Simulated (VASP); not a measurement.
# Al3Ni2 (P-3m1) in VASP: notebook

The runs below take Al3Ni2 through single point, with PBEsol.

Program: VASP 6.6.1. These are calculated values, not measurements. Logs are shortened: lines on timing, memory, paths and dates and some standing lists are left out, and cuts for length are marked.

## (1) The cell of the first run

The structure is trigonal, space group P-3m1 (No. 164). Conventional cell: a = 3.831 Å, b = 3.831 Å, c = 4.670 Å, α = 90.00°, β = 90.00°, γ = 120.00°. Within 3.1 Å of Al (site symmetry -3m) lie 6 Ni at 2.32 Å and 6 Al at 2.76 Å. Within 3.1 Å of Al (site symmetry 3m) lie 5 Ni at 2.33 to 2.41 Å and 6 Al at 2.60 to 2.76 Å. Within 3.1 Å of Ni (site symmetry 3m) lie 8 Al at 2.32 to 2.41 Å and 3 Ni at 2.60 Å.

## (2) Single point, PBEsol (volume scaled by 0.88, then relaxed in part)

INCAR

```
  ALGO = Fast
  EDIFF = 1E-7
  ENCUT = 520
  GGA = PS
  ISIF = 2
  ISMEAR = 0
  LASPH = True
  LCHARG = True
  LELF = True
  LREAL = False
  LVHAR = True
  LWAVE = False
  NBANDS = 22
  NELM = 80
  PREC = Accurate
  SIGMA = 0.1
```

KPOINTS

```
k-points
0
Gamma
  12 12 8
```

POSCAR

```
Al3Ni2
1.0
    3.8307102339      0.0000000000      0.0000000000
   -1.9153551169      3.3174923771      0.0000000000
    0.0000000000      0.0000000000      4.6699687124
Al Ni
3 2
Direct
    0.0000000000      0.0000000000      0.0000000000
    0.3333333333      0.6666666667      0.6455887322
    0.6666666667      0.3333333333      0.3544112678
    0.3333333333      0.6666666667      0.1471819157
    0.6666666667      0.3333333333      0.8528180843
```

Potentials or basis: VASP PAW PBE potentials, release 64 (Al, Ni).

Run with:

```bash
$ cat potpaw_PBE.64/Al/POTCAR potpaw_PBE.64/Ni/POTCAR > POTCAR
$ mpirun -np 1 vasp_std > vasp.out
```

OUTCAR:

```text
EDIFF = 1E-7
   ENCUT = 520
   GGA = PS
   ISIF = 2
   ISMEAR = 0
   LASPH = True
   LREAL = False
   NELM = 80
   PREC = Accurate

 ion  position               nearest neighbor table
   1  0.000  0.000  0.000-   4 2.32   5 2.32   4 2.32   5 2.32   5 2.32   4 2.32   2 2.76   3 2.76
                             2 2.76   3 2.76   2 2.76   3 2.76
   2  0.333  0.667  0.646-   4 2.33   4 2.34   5 2.41   5 2.41   5 2.41   3 2.60   3 2.60   3 2.60
                             1 2.76   1 2.76   1 2.76
   3  0.667  0.333  0.354-   5 2.33   5 2.34   4 2.41   4 2.41   4 2.41   2 2.60   2 2.60   2 2.60
                             1 2.76   1 2.76   1 2.76
   4  0.333  0.667  0.147-   1 2.32   1 2.32   1 2.32   2 2.33   2 2.34   3 2.41   3 2.41   3 2.41
                             5 2.60   5 2.60   5 2.60
   5  0.667  0.333  0.853-   1 2.32   1 2.32   1 2.32   3 2.33   3 2.34   2 2.41   2 2.41   2 2.41
                             4 2.60   4 2.60   4 2.60

  LATTYP: Found a hexagonal cell.
 ALAT       =     3.8307102339
 C/A-ratio  =     1.2190869127

  Lattice vectors:

 A1 = (   3.8307102339,   0.0000000000,   0.0000000000)
 A2 = (  -1.9153551169,   3.3174923771,   0.0000000000)
 A3 = (   0.0000000000,   0.0000000000,   4.6699687124)

Analysis of symmetry for initial positions (statically):
=====================================================================
 Subroutine PRICEL returns:
 Original cell was already a primitive cell.

 Routine SETGRP: Setting up the symmetry group for a
 hexagonal supercell.

 Subroutine GETGRP returns: Found 12 space group operations
 (whereof 12 operations were pure point group operations)
 out of a pool of 24 trial point group operations.

The static configuration has the point symmetry D_3d.

Analysis of symmetry for dynamics (positions and initial velocities):
=====================================================================
 Subroutine PRICEL returns:
 Original cell was already a primitive cell.

 Routine SETGRP: Setting up the symmetry group for a
 hexagonal supercell.

 Subroutine GETGRP returns: Found 12 space group operations
 (whereof 12 operations were pure point group operations)
 out of a pool of 24 trial point group operations.

The dynamic configuration has the point symmetry D_3d.

 Subroutine INISYM returns: Found 12 space group operations
 (whereof 12 operations are pure point group operations),
 and found     1 'primitive' translations

----------------------------------------------------------------------------------------

                                     Primitive cell

  volume of cell :      59.3476

  direct lattice vectors                    reciprocal lattice vectors
     3.830710234  0.000000000  0.000000000     0.261048197  0.150716247  0.000000000
    -1.915355117  3.317492377  0.000000000     0.000000000  0.301432494  0.000000000
     0.000000000  0.000000000  4.669968712     0.000000000  0.000000000  0.214134197

  length of vectors
     3.830710234  3.830710234  4.669968712     0.301432494  0.301432494  0.214134197

  position of ions in fractional coordinates (direct lattice)
     0.000000000  0.000000000  0.000000000
     0.333333333  0.666666667  0.645588732
     0.666666667  0.333333333  0.354411268
     0.333333333  0.666666667  0.147181916
     0.666666667  0.333333333  0.852818084

  ion indices of the primitive-cell ions
   primitive index   ion index
                 1           1
                 2           2
                 3           3
                 4           4
                 5           5

----------------------------------------------------------------------------------------

 KPOINTS: k-points

Automatic generation of k-mesh.
 Grid dimensions read from file:
 generate k-points for:   12   12    8

 Generating k-lattice:

  Cartesian coordinates                     Fractional coordinates (reciprocal lattice)
     0.021754016  0.012559687  0.000000000     0.083333333  0.000000000  0.000000000
     0.000000000  0.025119374  0.000000000     0.000000000  0.083333333  0.000000000
     0.000000000  0.000000000  0.026766775     0.000000000  0.000000000  0.125000000

  Length of vectors
     0.025119374  0.025119374  0.026766775

  Shift w.r.t. Gamma in fractional coordinates (k-lattice)
     0.000000000  0.000000000  0.000000000

 Subroutine IBZKPT returns following result:
 ===========================================

 Found    131 irreducible k-points:

 Following reciprocal coordinates:
            Coordinates               Weight
  0.000000  0.000000  0.000000      1.000000
  0.083333  0.000000  0.000000      6.000000
  0.166667  0.000000  0.000000      6.000000
  0.250000  0.000000  0.000000      6.000000
  0.333333  0.000000  0.000000      6.000000
  0.416667  0.000000  0.000000      6.000000
[... 16 lines left out ...]
  0.166667  0.000000  0.125000      6.000000
  0.000000  0.166667  0.125000      6.000000
 [... further k-points ...]
[... 84 lines left out ...]
     22      17.8336      0.00000

 k-point     2 :       0.0833    0.0000    0.0000
  band No.  band energies     occupation
      1      -1.2561      2.00000
      2       4.3434      2.00000
      3       4.8336      2.00000
      4       5.8924      2.00000
      5       5.9670      2.00000
      6       6.4696      2.00000
[... 14 lines left out ...]
     21      17.1535      0.00000
     22      17.2143      0.00000

 k-point     3 :       0.1667    0.0000    0.0000
  band No.  band energies     occupation
      1      -0.9707      2.00000
      2       4.4971      2.00000
      3       4.8884      2.00000
      4       5.7767      2.00000
      5       6.0875      2.00000
      6       6.3441      2.00000
[... 14 lines left out ...]
     21      16.9077      0.00000
     22      17.1601      0.00000

 k-point     4 :       0.2500    0.0000    0.0000
  band No.  band energies     occupation
      1      -0.5007      2.00000
      2       4.6445      2.00000
      3       4.8018      2.00000
      4       5.5759      2.00000
      5       6.2447      2.00000
      6       6.2771      2.00000
[... 14 lines left out ...]
     21      17.0839      0.00000
     22      17.4146      0.00000

 k-point     5 :       0.3333    0.0000    0.0000
  band No.  band energies     occupation
      1       0.1439      2.00000
      2       4.0086      2.00000
      3       4.8495      2.00000
      4       5.6103      2.00000
      5       6.3105      2.00000
      6       6.4982      2.00000
[... 14 lines left out ...]
     21      17.3195      0.00000
     22      17.7746      0.00000

 k-point     6 :       0.4167    0.0000    0.0000
  band No.  band energies     occupation
      1       0.9416      2.00000
      2       2.9973      2.00000
      3       4.8748      2.00000
      4       5.8134      2.00000
      5       6.4177      2.00000
      6       6.6430      2.00000
[... 14 lines left out ...]
     21      17.2509      0.00000
     22      17.5705      0.00000

 k-point     7 :       0.5000    0.0000    0.0000
  band No.  band energies     occupation
      1       1.6746      2.00000
      2       2.1721      2.00000
      3       4.8726      2.00000
      4       5.9206      2.00000
      5       6.4496      2.00000
      6       6.6785      2.00000
[... 324 lines left out ...]
      6       6.4969      2.00000
[... 14 lines left out ...]
     21      16.8100      0.00000
     22      17.2425      0.00000

 k-point    21 :       0.0833    0.0000    0.1250
  band No.  band energies     occupation
      1      -1.1512      2.00000
      2       3.5575      2.00000
      3       5.3020      2.00000
      4       5.8803      2.00000
      5       5.9591      2.00000
      6       6.4561      2.00000
[... 14 lines left out ...]
     21      16.4587      0.00000
     22      17.4636      0.00000

 k-point    22 :       0.0000    0.0833    0.1250
  band No.  band energies     occupation
      1      -1.1512      2.00000
      2       3.5588      2.00000
      3       5.3036      2.00000
      4       5.8929      2.00000
      5       5.9427      2.00000
      6       6.4688      2.00000
[... 14 lines left out ...]
     21      16.3300      0.00000
     22      16.8284      0.00000

 k-point    23 :       0.1667    0.0000    0.1250
  band No.  band energies     occupation
      1      -0.8661      2.00000
      2       3.7576      2.00000
      3       5.2184      2.00000
      4       5.8437      2.00000
      5       6.0834      2.00000
      6       6.3458      2.00000
[... 14 lines left out ...]
     21      16.8615      0.00000
     22      17.6933      0.00000

 k-point    24 :       0.0000    0.1667    0.1250
  band No.  band energies     occupation
      1      -0.8665      2.00000
      2       3.7680      2.00000
      3       5.2679      2.00000
      4       5.7625      2.00000
      5       6.0551      2.00000
      6       6.4045      2.00000
[... 14 lines left out ...]
     21      17.0172      0.00000
     22      17.3495      0.00000

 [... further k-points ...]
[... 5 lines left out ...]
  --------------------------------------------------------------------------------------
  -------------------------------------------------------------------------------------
  Total        8.8257191      8.8257191      8.8588919      0.0000000     -0.0000000      0.0000000
  in kB      238.2634766    238.2634766    239.1590262      0.0000000     -0.0000000      0.0000000
  external PRESSURE =     238.5619932 kB  Pullay stress =       0.0000000 kB

 VOLUME and BASIS-vectors are now :
 -----------------------------------------------------------------------------
  energy-cutoff  :      520.00
  volume of cell :       59.35
      direct lattice vectors                 reciprocal lattice vectors
     3.830710234  0.000000000  0.000000000     0.261048197  0.150716247  0.000000000
    -1.915355117  3.317492377  0.000000000     0.000000000  0.301432494  0.000000000
     0.000000000  0.000000000  4.669968712     0.000000000  0.000000000  0.214134197

 POSITION                                       TOTAL-FORCE (eV/Angst)
 -----------------------------------------------------------------------------------
      0.00000      0.00000      0.00000        -0.000000      0.000000      0.000000
     -0.00000      2.21166      3.01488        -0.000000      0.000000      0.005726
      1.91536      1.10583      1.65509        -0.000000     -0.000000     -0.005726
     -0.00000      2.21166      0.68733        -0.000000     -0.000000      0.017158
      1.91536      1.10583      3.98263         0.000000      0.000000     -0.017158
 -----------------------------------------------------------------------------------
    total drift:                               -0.000000      0.000000      0.000000

  FREE ENERGIE OF THE ION-ELECTRON SYSTEM (eV)
  ---------------------------------------------------
  free  energy   TOTEN  =       -27.1236760783 eV

  energy  without entropy=      -27.1177928590  energy(sigma->0) =      -27.12073447
```

It took 2.5 min on 1 thread of Intel Xeon Platinum 8375C at 2.90GHz (Ice Lake), shared host; peak memory 0.28 GiB.

What came out:

```yaml
Free_energy: -27.1237 eV
Pressure: 23.9 GPa
Largest_force: 0.017 eV/Å
```

Forces on the atoms (eV/Å):
```
Al   0.000  0.000  0.000
Al   0.000  0.000  0.006
Al   0.000  0.000 -0.006
Ni   0.000  0.000  0.017
Ni   0.000  0.000 -0.017
```

Stress tensor (GPa, compression positive):
```
23.83  0.00  0.00
 0.00 23.83  0.00
 0.00  0.00 23.92
```

Levels at points of the mesh, in eV from the Fermi level:
```csv
k point,band 11,band 12,band 13,band 14,band 15,band 16,band 17,band 18,band 19,band 20
"(0.00, 0.00, 0.00)",-1.98,-1.98,-1.52,1.39,1.39,3.48,3.48,5.08,5.78,7.66
"(0.50, 0.00, 0.00)",-2.21,-2.17,-1.84,-1.79,-1.39,1.61,2.28,2.76,5.10,5.77
"(0.00, 0.00, 0.50)",-2.09,-2.09,2.98,2.98,3.01,3.01,3.30,4.79,4.85,4.85
"(0.50, 0.00, 0.50)",-2.23,-2.07,-2.04,-1.22,-0.36,1.70,2.38,3.86,6.78,8.01
```

Caveat: the PAW data sets were made with another functional, which shifts forces and pressure a little. Spin polarisation is off, so any magnetic state and its effect on volume and gap are missing.

## (3) Single point, PBEsol (volume scaled by 0.91, then relaxed in part)

INCAR

```
SYSTEM = Al3Ni2
ALGO = Fast ; EDIFF = 1E-6
ENCUT = 520 ; GGA = PS
ISIF = 2 ; ISMEAR = 0
LASPH = .TRUE. ; LCHARG = .FALSE.
LREAL = .FALSE. ; LWAVE = .FALSE.
NBANDS = 22 ; NELM = 60
PREC = Accurate ; SIGMA = 0.1
```

KPOINTS

```
k-points
0
G
  12 12 8
  0 0 0
```

POSCAR

```
Al3Ni2
1.0
    3.8751874820      0.0000000000      0.0000000000
   -1.9375937410      3.3560108038      0.0000000000
    0.0000000000      0.0000000000      4.7189552378
Al Ni
3 2
Direct
    0.0000000000      0.0000000000      0.0000000000
    0.3333333333      0.6666666667      0.6461115221
    0.6666666667      0.3333333333      0.3538884779
    0.3333333333      0.6666666667      0.1467826586
    0.6666666667      0.3333333333      0.8532173414
```

Potentials or basis: VASP PAW PBE potentials, release 64 (Al, Ni).

Run with:

```bash
$ cat potpaw_PBE.64/Al/POTCAR potpaw_PBE.64/Ni/POTCAR > POTCAR
$ mpirun -np 1 vasp_std > vasp.out
```

Wall time 2.9 min (1 thread of Intel Xeon Platinum 8375C at 2.90GHz (Ice Lake), shared host); peak memory 0.29 GiB.

It converged, with:

| Property | Result |
| --- | --- |
| Free energy | -27.3783 eV |
| Pressure | 16.5 GPa |
| Largest force | 0.016 eV/Å |

Forces in eV/Å, atoms in the order of the input:
```
Al   0.000  0.000  0.000
Al   0.000  0.000  0.005
Al   0.000  0.000 -0.005
Ni   0.000  0.000  0.016
Ni   0.000  0.000 -0.016
```

Stress tensor (GPa, compression positive):
```
16.49  0.00  0.00
 0.00 16.49  0.00
 0.00  0.00 16.58
```

Levels at points of the mesh, in eV from the Fermi level:
```
           k point  band 13  band 14  band 15  band 16  band 17  band 18
(0.00, 0.00, 0.00)    -1.46     1.35     1.35     3.40     3.40     4.90
(0.50, 0.00, 0.00)    -1.76    -1.72    -1.35     1.54     2.24     2.59
(0.00, 0.00, 0.50)     2.93     2.93     2.95     2.95     3.30     4.64
(0.50, 0.00, 0.50)    -1.95    -1.18    -0.35     1.66     2.31     3.70
```

Caveat: the PAW data sets were made with another functional, which shifts forces and pressure a little. Spin polarisation is off, so any magnetic state and its effect on volume and gap are missing.

## (4) Single point, PBEsol (volume scaled by 0.94, then relaxed in part)

INCAR

```
  ALGO = Fast
  EDIFF = 1E-7
  ENCUT = 520
  GGA = PS
  ISIF = 2
  ISMEAR = 0
  LASPH = T
  LCHARG = F
  LREAL = F
  LWAVE = F
  NBANDS = 22
  NELM = 80
  PREC = Accurate
  SIGMA = 0.1
```

KPOINTS

```
k-points
0
Gamma
  12 12 8
```

POSCAR

```
Al3Ni2
1.0
    3.9187201268      0.0000000000      0.0000000000
   -1.9593600634      3.3937111801      0.0000000000
    0.0000000000      0.0000000000      4.7668255805
Al Ni
3 2
Direct
    0.0000000000      0.0000000000      0.0000000000
    0.3333333333      0.6666666667      0.6466460824
    0.6666666667      0.3333333333      0.3533539176
    0.3333333333      0.6666666667      0.1463797102
    0.6666666667      0.3333333333      0.8536202898
```

Run with:

```bash
$ cat potpaw_PBE.64/Al/POTCAR potpaw_PBE.64/Ni/POTCAR > POTCAR
$ mpirun -np 1 vasp_std > vasp.out
```

It took 3.6 min on 1 thread of Intel Xeon Platinum 8375C at 2.90GHz (Ice Lake), shared host; peak memory 0.29 GiB.

It converged, with:

| Quantity | Value |
| --- | --- |
| Free energy | -27.5458 eV |
| Pressure | 10.2 GPa |
| Largest force | 0.015 eV/Å |

Forces in eV/Å, atoms in the order of the input:
```
Al   0.000  0.000  0.000
Al   0.000  0.000  0.005
Al   0.000  0.000 -0.005
Ni   0.000  0.000  0.015
Ni   0.000  0.000 -0.015
```

Stress tensor (GPa, compression positive):
```
10.12  0.00  0.00
 0.00 10.12  0.00
 0.00  0.00 10.21
```

Levels at points of the mesh, in eV from the Fermi level:
| k point | band 11 | band 12 | band 13 | band 14 | band 15 | band 16 | band 17 | band 18 | band 19 | band 20 |
| --- | --- | --- | --- | --- | --- | --- | --- | --- | --- | --- |
| (0.00, 0.00, 0.00) | -1.82 | -1.82 | -1.40 | 1.33 | 1.33 | 3.31 | 3.31 | 4.71 | 5.23 | 7.28 |
| (0.50, 0.00, 0.00) | -2.10 | -2.00 | -1.69 | -1.65 | -1.32 | 1.48 | 2.21 | 2.44 | 4.92 | 5.51 |
| (0.00, 0.00, 0.50) | -1.93 | -1.93 | 2.87 | 2.87 | 2.93 | 2.93 | 3.29 | 4.50 | 4.67 | 4.69 |
| (0.50, 0.00, 0.50) | -2.06 | -1.91 | -1.87 | -1.14 | -0.34 | 1.62 | 2.24 | 3.54 | 6.59 | 7.60 |

Caveat: the PAW data sets were made with another functional, which shifts forces and pressure a little. Spin polarisation is off, so any magnetic state and its effect on volume and gap are missing.

## (5) Summary

```tsv
cell	further INCAR settings	gap on the mesh (eV)	pressure (GPa)	largest force (eV/Å)
a = 3.831, b = 3.831, c = 4.670 Å, angles 90.0, 90.0, 120.0°, 5 atoms	ALGO = Fast; EDIFF = 1e-07; NBANDS = 22	none	23.9	0.02
a = 3.875, b = 3.875, c = 4.719 Å, angles 90.0, 90.0, 120.0°, 5 atoms	ALGO = Fast; EDIFF = 1e-06; NBANDS = 22	none	16.5	0.02
a = 3.919, b = 3.919, c = 4.767 Å, angles 90.0, 90.0, 120.0°, 5 atoms	ALGO = Fast; EDIFF = 1e-07; NBANDS = 22	none	10.2	0.02
```

Alike in all rows: task single point; level PBEsol; potentials or basis VASP PAW PBE potentials, release 64 (Al, Ni); no spin polarisation; k mesh 12 × 12 × 8; cutoff (eV) 520; smearing gaussian 0.1 eV.

Caveats: the PAW data sets were made with another functional, which shifts forces and pressure a little.

Absolute energies hang on the potentials; compare differences alone.
